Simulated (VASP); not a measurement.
# SiC (P6_3mc) in VASP: a series of runs

Runs on SiC. Level: PBE. Tasks: single point.

All numbers are computed with VASP 6.6.1; they aren't measurements. Logs are shortened: lines on timing, memory, paths and dates and some standing lists are left out, and cuts for length are marked.

## 1. The cell of the first run

The structure is hexagonal, space group P6_3mc (No. 186). The conventional cell has a = 3.185 Å, b = 3.185 Å, c = 5.074 Å, α = 90.00°, β = 90.00°, γ = 120.00°. Si (site symmetry 3m) has 4 C at 1.91 to 1.94 Å within 2.5 Å. C (site symmetry 3m) has 4 Si at 1.91 to 1.94 Å within 2.5 Å.

## 2. Single point, PBE (strain +0.0300 x Voigt [1, 1, 0, 0, 0, 0])

File INCAR:

```
SYSTEM = SiC
ALGO = Normal ; EDIFF = 1E-6
ENCUT = 520 ; GGA = PE
ISIF = 2 ; ISMEAR = 0
LASPH = .TRUE. ; LCHARG = .FALSE.
LREAL = .FALSE. ; LWAVE = .FALSE.
NBANDS = 16 ; NELM = 80
PREC = Accurate ; SIGMA = 0.05
```

File KPOINTS:

```
k-points
0
G
  12 12 6
  0 0 0
```

File POSCAR:

```
SiC
1.0
    3.1847463365      0.0000000000      0.0000000000
   -1.5923731682      2.7580712320      0.0000000000
    0.0000000000      0.0000000000      5.0737646004
Si C
2 2
Direct
    0.3333333333      0.6666666667      0.0045636718
    0.6666666667      0.3333333333      0.5045636718
    0.3333333333      0.6666666667      0.3804363282
    0.6666666667      0.3333333333      0.8804363282
```

Potentials or basis: VASP PAW PBE potentials, release 64 (Si, C).

The run is started by

```
> cat potpaw_PBE.64/Si/POTCAR potpaw_PBE.64/C/POTCAR > POTCAR
> mpirun -np 1 vasp_std > vasp.out
```

OUTCAR:

```text
SYSTEM = SiC
   EDIFF = 1E-6
   ENCUT = 520
   GGA = PE
   ISIF = 2
   ISMEAR = 0
   LASPH = .TRUE.
   LREAL = .FALSE.
   NELM = 80
   PREC = Accurate

 ion  position               nearest neighbor table
   1  0.333  0.667  0.005-   3 1.91   4 1.94   4 1.94   4 1.94   2 3.13   2 3.13   2 3.13   2 3.13
                             2 3.13   2 3.13
   2  0.667  0.333  0.505-   4 1.91   3 1.94   3 1.94   3 1.94   1 3.13   1 3.13   1 3.13   1 3.13
                             1 3.13   1 3.13
   3  0.333  0.667  0.380-   1 1.91   2 1.94   2 1.94   2 1.94
   4  0.667  0.333  0.880-   2 1.91   1 1.94   1 1.94   1 1.94

  LATTYP: Found a hexagonal cell.
 ALAT       =     3.1847463365
 C/A-ratio  =     1.5931455960

  Lattice vectors:

 A1 = (   3.1847463365,   0.0000000000,   0.0000000000)
 A2 = (  -1.5923731682,   2.7580712320,   0.0000000000)
 A3 = (   0.0000000000,   0.0000000000,   5.0737646004)

Analysis of symmetry for initial positions (statically):
=====================================================================
 Subroutine PRICEL returns:
 Original cell was already a primitive cell.

 Routine SETGRP: Setting up the symmetry group for a
 hexagonal supercell.

 Subroutine GETGRP returns: Found 12 space group operations
 (whereof  6 operations were pure point group operations)
 out of a pool of 24 trial point group operations.

The static configuration has the point symmetry C_3v.
 The point group associated with its full space group is C_6v.

Analysis of symmetry for dynamics (positions and initial velocities):
=====================================================================
 Subroutine PRICEL returns:
 Original cell was already a primitive cell.

 Routine SETGRP: Setting up the symmetry group for a
 hexagonal supercell.

 Subroutine GETGRP returns: Found 12 space group operations
 (whereof  6 operations were pure point group operations)
 out of a pool of 24 trial point group operations.

The dynamic configuration has the point symmetry C_3v.
 The point group associated with its full space group is C_6v.

 Subroutine INISYM returns: Found 12 space group operations
 (whereof  6 operations are pure point group operations),
 and found     1 'primitive' translations

----------------------------------------------------------------------------------------

                                     Primitive cell

  volume of cell :      44.5667

  direct lattice vectors                    reciprocal lattice vectors
     3.184746336  0.000000000  0.000000000     0.313996750  0.181286108  0.000000000
    -1.592373168  2.758071232  0.000000000     0.000000000  0.362572217  0.000000000
     0.000000000  0.000000000  5.073764600     0.000000000  0.000000000  0.197092313

  length of vectors
     3.184746336  3.184746336  5.073764600     0.362572217  0.362572217  0.197092313

  position of ions in fractional coordinates (direct lattice)
     0.333333333  0.666666667  0.004563672
     0.666666667  0.333333333  0.504563672
     0.333333333  0.666666667  0.380436328
     0.666666667  0.333333333  0.880436328

  ion indices of the primitive-cell ions
   primitive index   ion index
                 1           1
                 2           2
                 3           3
                 4           4

----------------------------------------------------------------------------------------

 KPOINTS: k-points

Automatic generation of k-mesh.
 Grid dimensions read from file:
 generate k-points for:   12   12    6

 Generating k-lattice:

  Cartesian coordinates                     Fractional coordinates (reciprocal lattice)
     0.026166396  0.015107176  0.000000000     0.083333333  0.000000000  0.000000000
     0.000000000  0.030214351  0.000000000     0.000000000  0.083333333  0.000000000
     0.000000000  0.000000000  0.032848719     0.000000000  0.000000000  0.166666667

  Length of vectors
     0.030214351  0.030214351  0.032848719

  Shift w.r.t. Gamma in fractional coordinates (k-lattice)
     0.000000000  0.000000000  0.000000000

 Subroutine IBZKPT returns following result:
 ===========================================

 Found     76 irreducible k-points:

 Following reciprocal coordinates:
            Coordinates               Weight
  0.000000  0.000000  0.000000      1.000000
  0.083333  0.000000  0.000000      6.000000
  0.166667  0.000000  0.000000      6.000000
  0.250000  0.000000  0.000000      6.000000
  0.333333  0.000000  0.000000      6.000000
  0.416667  0.000000  0.000000      6.000000
[... 16 lines left out ...]
  0.250000  0.000000  0.166667     12.000000
  0.333333  0.000000  0.166667     12.000000
 [... further k-points ...]
   k-points           NKPTS =     76   k-points in BZ     NKDIM =     76   number of bands    NBANDS=     16
   number of dos      NEDOS =    301   number of ions     NIONS =      4
   total plane-waves  NPLWV =  23040
   dimension x,y,z NGX =    24 NGY =   24 NGZ =   40
   dimension x,y,z NGXF=    48 NGYF=   48 NGZF=   80
   ions per type =               2   2
   NGX,Y,Z   is equivalent  to a cutoff of  12.53, 12.53, 13.11 a.u.
   NGXF,Y,Z  is equivalent  to a cutoff of  25.06, 25.06, 26.21 a.u.
 SYSTEM =  SiC
   PREC   = accura    normal or accurate (medium, high low for compatibility)
   ISTART =      0    job   : 0-new  1-cont  2-samecut
   ICHARG =      2    charge: 1-file 2-atom 10-const
   ISPIN  =      1    spin polarized calculation?
   LNONCOLLINEAR =      F non collinear calculations
   LSORBIT =      F    spin-orbit coupling
   LASPH  =      T    aspherical Exc in radial PAW
   ENCUT  =  520.0 eV  38.22 Ry    6.18 a.u.   5.92  5.92  9.43*2*pi/ulx,y,z
   NELM   =     80;   NELMIN=  2; NELMDL= -5     # of ELM steps
   EDIFF  = 0.1E-05   stopping-criterion for ELM
   LREAL  =      F    real-space projection
   EDIFFG = 0.1E-04   stopping-criterion for IOM
   NSW    =      0    number of steps for IOM
   IBRION =     -1    ionic relax: 0-MD 1-quasi-New 2-CG
   NFREE  =      0    steps in history (QN), initial steepest desc. (CG)
   ISIF   =      2    stress and relaxation
   ISYM   =      2    0-nonsym 1-usesym 2-fastsym
   POTIM  = 0.5000    time-step for ionic-motion
   TEBEG  =    0.0;   TEEND  =   0.0 temperature during run
   PSTRESS=    0.0 pullay stress
   NELECT =      16.0000    total number of electrons
   NUPDOWN=      -1.0000    fix difference up-down
   EMIN   =  10.00;   EMAX   =-10.00  energy-range for DOS
   EFERMI =   0.00;   METHOD = LEGACY
   ISMEAR =     0;   SIGMA  =   0.05  broadening in eV -4-tet -1-fermi 0-gaus
   EFERMI_NEDOS =   21; number of points for ismear=-14 and -15
   IALGO  =     38    algorithm
   IMIX   =      4    mixing-type and parameters
     AMIX     =   0.40;   BMIX     =  1.00
     AMIX_MAG =   1.60;   BMIX_MAG =  1.00
  volume/ion in A,a.u.               =      11.14        75.19
  Fermi-wavevector in a.u.,A,eV,Ry     =   1.163531  2.198755 18.419626  1.353804
  Thomas-Fermi vector in A             =   2.300080
   LORBIT       =      0    0 simple, 1 ext, 2 COOP (PROOUT), +10 PAW based schemes
   GGA     = PE    functional components
   LHFCALC =     F    Hartree Fock is set to
   AEXX    =    0.0000 exact exchange contribution
   IVDW    =     0    specifies the selected vdW correction
   LEPSILON=     F    determine dielectric tensor
   LRPA    =     F    only Hartree local field effects (RPA)
 non-spin polarized calculation
 Gauss-broadening in eV      SIGMA  =   0.05
  energy-cutoff  :      520.00
  volume of cell :       44.57
 maximum number of plane-waves:      1213
 NGX is ok and might be reduce to    24
   NGX = 11   NGY = 11   NGZ = 19

 number of electron      16.0000001 magnetization

 Free energy of the ion-electron system (eV)
  ---------------------------------------------------
  ext. energy  EPLUGINS =         0.00000000
  ---------------------------------------------------
  free energy    TOTEN  =       -29.97681907 eV

  energy without entropy =      -29.97681907  energy(sigma->0) =      -29.97681907

 E-fermi :   7.6997     XC(G=0): -11.0248

 val. band max:        7.4113130802   @ k =   0.0000   0.0000   0.0000
 cond. band min:       9.8788716713   @ k =   0.5000   0.0000   0.0000
 fundamental gap:      2.4675585911
 Fermi energy:         7.6996522861

 k-point     1 :       0.0000    0.0000    0.0000
  band No.  band energies     occupation
      1      -7.5538      2.00000
      2      -4.0238      2.00000
      3      -0.8126      2.00000
      4       5.9841      2.00000
      5       5.9841      2.00000
      6       7.4110      2.00000
[... 8 lines left out ...]
     15      15.8346      0.00000
     16      18.2810      0.00000

 k-point     2 :       0.0833    0.0000    0.0000
  band No.  band energies     occupation
      1      -7.4430      2.00000
      2      -3.9316      2.00000
      3      -0.7149      2.00000
      4       5.3191      2.00000
      5       5.7912      2.00000
      6       6.9391      2.00000
[... 8 lines left out ...]
     15      16.1252      0.00000
     16      17.4793      0.00000

 k-point     3 :       0.1667    0.0000    0.0000
  band No.  band energies     occupation
      1      -7.1140      2.00000
      2      -3.6651      2.00000
      3      -0.4336      2.00000
      4       3.9194      2.00000
      5       5.3509      2.00000
      6       5.8600      2.00000
[... 8 lines left out ...]
     15      16.6450      0.00000
     16      16.8034      0.00000

 k-point     4 :       0.2500    0.0000    0.0000
  band No.  band energies     occupation
      1      -6.5781      2.00000
      2      -3.2661      2.00000
      3      -0.0306      2.00000
      4       2.4586      2.00000
      5       4.5509      2.00000
      6       4.8704      2.00000
[... 8 lines left out ...]
     15      16.9946      0.00000
     16      17.6529      0.00000
[... 324 lines left out ...]
 k-point    22 :       0.1667    0.0000    0.1667
  band No.  band energies     occupation
      1      -6.9813      2.00000
      2      -4.1809      2.00000
      3       0.2619      2.00000
      4       4.0530      2.00000
      5       5.4445      2.00000
      6       5.4498      2.00000
[... 8 lines left out ...]
     15      16.5953      0.00000
     16      17.3389      0.00000

 k-point    23 :       0.2500    0.0000    0.1667
  band No.  band energies     occupation
      1      -6.4477      2.00000
      2      -3.7402      2.00000
      3       0.5191      2.00000
      4       2.6957      2.00000
      5       4.1351      2.00000
      6       4.9703      2.00000
[... 8 lines left out ...]
     15      17.5771      0.00000
     16      17.7253      0.00000

 k-point    24 :       0.3333    0.0000    0.1667
  band No.  band energies     occupation
      1      -5.7379      2.00000
      2      -3.2417      2.00000
      3       0.2561      2.00000
      4       2.1391      2.00000
      5       2.8185      2.00000
      6       4.5756      2.00000
[... 8 lines left out ...]
     15      18.2155      0.00000
     16      18.7573      0.00000

 [... further k-points ...]

------------------------ aborting loop because EDIFF is reached ----------------------------------------

  FORCE on cell =-STRESS in cart. coord.  units (eV):
  Direction    XX          YY          ZZ          XY          YZ          ZX
  --------------------------------------------------------------------------------------
  -------------------------------------------------------------------------------------
  Total       -4.4035942     -4.4035942     -0.4355287     -0.0000000      0.0000000      0.0000000
  in kB     -158.3095947   -158.3095947    -15.6572932     -0.0000000      0.0000000      0.0000000
  external PRESSURE =    -110.7588275 kB  Pullay stress =       0.0000000 kB

 VOLUME and BASIS-vectors are now :
 -----------------------------------------------------------------------------
  energy-cutoff  :      520.00
  volume of cell :       44.57
      direct lattice vectors                 reciprocal lattice vectors
     3.184746336  0.000000000  0.000000000     0.313996750  0.181286108  0.000000000
    -1.592373168  2.758071232  0.000000000     0.000000000  0.362572217  0.000000000
     0.000000000  0.000000000  5.073764600     0.000000000  0.000000000  0.197092313

 POSITION                                       TOTAL-FORCE (eV/Angst)
 -----------------------------------------------------------------------------------
     -0.00000      1.83871      0.02315        -0.000000      0.000000     -0.213047
      1.59237      0.91936      2.56004         0.000000     -0.000000     -0.213047
     -0.00000      1.83871      1.93024         0.000000     -0.000000      0.213047
      1.59237      0.91936      4.46713         0.000000     -0.000000      0.213047
 -----------------------------------------------------------------------------------
    total drift:                                0.000000      0.000000      0.000050

  FREE ENERGIE OF THE ION-ELECTRON SYSTEM (eV)
  ---------------------------------------------------
  free  energy   TOTEN  =       -29.9768190660 eV

  energy  without entropy=      -29.9768190660  energy(sigma->0) =      -29.97681907
```

Run time: 42 s. Hardware: 1 thread of Intel Xeon 8259CL, shared host; peak memory 0.18 GiB.

What came out:

```yaml
Free_energy: -29.9768 eV
Pressure: -11.1 GPa
Largest_force: 0.213 eV/Å
Band_gap_on_the_k_mesh: 2.47 eV (least direct gap 3.56 eV)
```

Forces in eV/Å, atoms in the order of the input:
```
Si   0.000  0.000 -0.213
Si   0.000  0.000 -0.213
C    0.000  0.000  0.213
C    0.000  0.000  0.213
```

Caveat: the cell differs from its parent crystal (strain +0.0300 x Voigt [1, 1, 0, 0, 0, 0]); the cell stands under tension. A k mesh can miss the band edges.

## 3. Single point, PBE (strain +0.0450 x Voigt [1, 1, 0, 0, 0, 0])

File INCAR:

```
ALGO = Normal
EDIFF = 1E-6
ENCUT = 520
GGA = PE
ISIF = 2
ISMEAR = 0
LASPH = T
LCHARG = T
LELF = T
LREAL = F
LVHAR = T
LWAVE = F
NBANDS = 16
NELM = 60
PREC = Accurate
SIGMA = 0.05
```

File KPOINTS:

```
k-points
0
Gamma
  12 12 6
```

Changes to POSCAR since step 2:

```diff
@@ -2,4 +2,4 @@
 1.0
-    3.1847463365      0.0000000000      0.0000000000
-   -1.5923731682      2.7580712320      0.0000000000
+    3.2311261375      0.0000000000      0.0000000000
+   -1.6155630687      2.7982373179      0.0000000000
     0.0000000000      0.0000000000      5.0737646004
```

Potentials or basis: VASP PAW PBE potentials, release 64 (Si, C).

The run is started by

```
> cat potpaw_PBE.64/Si/POTCAR potpaw_PBE.64/C/POTCAR > POTCAR
> mpirun -np 1 vasp_std > vasp.out
```

It took 54 s on 1 thread of Intel Xeon 8259CL, shared host; peak memory 0.18 GiB.

The run converged. Its results:

```yaml
Free_energy: -29.8220 eV
Pressure: -15.4 GPa
Largest_force: 0.280 eV/Å
Band_gap_on_the_k_mesh: 2.30 eV (least direct gap 3.32 eV)
```

Forces in eV/Å, atoms in the order of the input:
```
Si   0.000  0.000 -0.280
Si   0.000  0.000 -0.280
C    0.000  0.000  0.280
C    0.000  0.000  0.280
```

Stress tensor (GPa, compression positive):
```
-21.99   0.00   0.00
  0.00 -21.99   0.00
  0.00   0.00  -2.16
```

Levels at points of the mesh, in eV from the valence-band top:
| k point | band 5 | band 6 | band 7 | band 8 | band 9 | band 10 | band 11 | band 12 |
| --- | --- | --- | --- | --- | --- | --- | --- | --- |
| (0.00, 0.00, 0.00) | -1.51 | -0.03 | -0.03 | 0.00 | 3.32 | 5.26 | 5.76 | 5.76 |
| (0.50, 0.00, 0.00) | -5.13 | -3.31 | -3.05 | -1.07 | 2.30 | 4.34 | 6.09 | 6.55 |
| (0.00, 0.00, 0.50) | -0.84 | -0.84 | -0.84 | -0.84 | 4.55 | 4.55 | 6.53 | 6.53 |
| (0.50, 0.00, 0.50) | -2.40 | -2.40 | -2.05 | -2.05 | 3.11 | 3.11 | 5.07 | 5.07 |

Caveat: the cell differs from its parent crystal (strain +0.0450 x Voigt [1, 1, 0, 0, 0, 0]); the cell stands under tension. A k mesh can miss the band edges.

## 4. Single point, PBE (strain +0.0525 x Voigt [1, 1, 0, 0, 0, 0])

File INCAR:

```
SYSTEM = SiC
ALGO     = Normal         ! electronic algorithm
EDIFF    = 1E-6           ! SCF threshold, eV
ENCUT    = 520            ! plane-wave cutoff, eV
GGA      = PE             ! functional
ISIF     = 2              ! what is computed and relaxed
ISMEAR   = 0              ! smearing method
LASPH    = .TRUE.         ! aspherical terms in the spheres
LCHARG   = .FALSE.        ! write CHGCAR
LREAL    = .FALSE.        ! projectors in reciprocal space
LWAVE    = .FALSE.        ! write WAVECAR
NBANDS   = 16             ! bands
NELM     = 80             ! most SCF steps
PREC     = Accurate       ! precision mode
SIGMA    = 0.05           ! smearing width, eV
```

File KPOINTS:

```
k-points
0
G
  12 12 6
  0 0 0
```

Changes to POSCAR since step 3:

```diff
@@ -2,4 +2,4 @@
 1.0
-    3.2311261375      0.0000000000      0.0000000000
-   -1.6155630687      2.7982373179      0.0000000000
+    3.2543160380      0.0000000000      0.0000000000
+   -1.6271580190      2.8183203608      0.0000000000
     0.0000000000      0.0000000000      5.0737646004
```

The run is started by

```
> cat potpaw_PBE.64/Si/POTCAR potpaw_PBE.64/C/POTCAR > POTCAR
> mpirun -np 1 vasp_std > vasp.out
```

Run time: 51 s. Hardware: 1 thread of Intel Xeon 8259CL, shared host; peak memory 0.18 GiB.

It converged, with:

```yaml
Free_energy: -29.7257 eV
Pressure: -17.3 GPa
Largest_force: 0.305 eV/Å
Band_gap_on_the_k_mesh: 2.23 eV (least direct gap 3.11 eV)
```

Forces in eV/Å, atoms in the order of the input:
```
Si   0.000  0.000 -0.305
Si   0.000  0.000 -0.305
C    0.000  0.000  0.305
C    0.000  0.000  0.305
```

Stress tensor (GPa, compression positive):
```
-24.70   0.00   0.00
  0.00 -24.70   0.00
  0.00   0.00  -2.42
```

Levels at points of the mesh, in eV from the valence-band top:
```tsv
k point	band 4	band 5	band 6	band 7	band 8	band 9	band 10	band 11	band 12	band 13
(0.00, 0.00, 0.00)	-1.54	-1.54	-0.03	-0.03	0.00	3.11	5.08	5.63	5.63	7.53
(0.50, 0.00, 0.00)	-5.74	-5.10	-3.31	-3.03	-1.05	2.23	4.35	5.98	6.47	9.76
(0.00, 0.00, 0.50)	-3.92	-0.87	-0.87	-0.87	-0.87	4.36	4.36	6.42	6.42	6.42
(0.50, 0.00, 0.50)	-7.76	-2.40	-2.40	-2.02	-2.02	3.07	3.07	5.06	5.06	9.62
```

Caveat: the cell differs from its parent crystal (strain +0.0525 x Voigt [1, 1, 0, 0, 0, 0]); the cell stands under tension. A k mesh can miss the band edges.

(Part 1 of 2 ends here.)
